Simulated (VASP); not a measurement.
Set up this calculation in VASP 6.6.1, as the native input.

```
Task                               : single point
Functional                         : PBE-based screened hybrid
Potentials or basis                : VASP PAW PBE potentials, release 64 (Ga_d, N)
Cutoff                             : 520 eV
k mesh                             : 5 × 5 × 5
Occupations                        : fermi-dirac, width 0.05 eV
Spin                               : no spin polarisation
Dipole correction                  : no
Grid for exact exchange (PRECFOCK) : Normal
Share of exact exchange            : 0.25
Further INCAR settings             : ALGO = Normal; EDIFF = 1e-07; NBANDS = 16
Screening parameter                : 0.3 1/Å
```

Crystal: GaN.

```
CELL_PARAMETERS angstrom
0.00000 2.25350 2.25350
2.25350 0.00000 2.25350
2.25350 2.25350 0.00000
ATOMIC_POSITIONS crystal
Ga 0.00000 0.00000 0.00000
N 0.25000 0.25000 0.25000
```

The input as run:

POSCAR

```
GaN
1.0
    0.0000000000      2.2535006075      2.2535006075
    2.2535006075      0.0000000000      2.2535006075
    2.2535006075      2.2535006075      0.0000000000
Ga N
1 1
Direct
    0.0000000000      0.0000000000      0.0000000000
    0.2500000000      0.2500000000      0.2500000000
```

INCAR.step1

```
ALGO = Normal ; EDIFF = 1E-5
ENCUT = 520 ; GGA = PE
ISIF = 2 ; ISMEAR = -1
LASPH = T ; LREAL = F
LWAVE = T ; NBANDS = 16
NELM = 80 ; PREC = Accurate
SIGMA = 0.05
```

INCAR.step2

```
AEXX = 0.25 ; ALGO = Normal
EDIFF = 1E-7 ; ENCUT = 520
GGA = PE ; HFSCREEN = 0.3
ISIF = 2 ; ISMEAR = -1
ISTART = 1 ; LASPH = T
LCHARG = T ; LELF = T
LHFCALC = T ; LREAL = F
LVHAR = T ; LWAVE = F
NBANDS = 16 ; NELM = 80
PREC = Accurate ; PRECFOCK = Normal
SIGMA = 0.05
```

KPOINTS

```
k-points
0
Gamma
  5 5 5
```

Potentials or basis: VASP PAW PBE potentials, release 64 (Ga_d, N).

Launch:

```sh
$ cat potpaw_PBE.64/Ga_d/POTCAR potpaw_PBE.64/N/POTCAR > POTCAR
$ cp INCAR.step1 INCAR
$ mpirun -np 1 vasp_std > vasp.out
$ cp INCAR.step2 INCAR
$ mpirun -np 1 vasp_std > vasp.out
```

Results of the run:

```yaml
Pressure: -0.9 GPa
Band_gap_on_the_k_mesh: 2.77 eV, direct
```

Caveat: the k points lie up to 0.48 Å⁻¹ apart; the PAW data sets were made with another functional, which shifts forces and pressure a little.

Wall time 10 min on 1 thread of AMD EPYC 7R13 Processor (Zen 3) (shared host), peak memory 0.22 GiB.
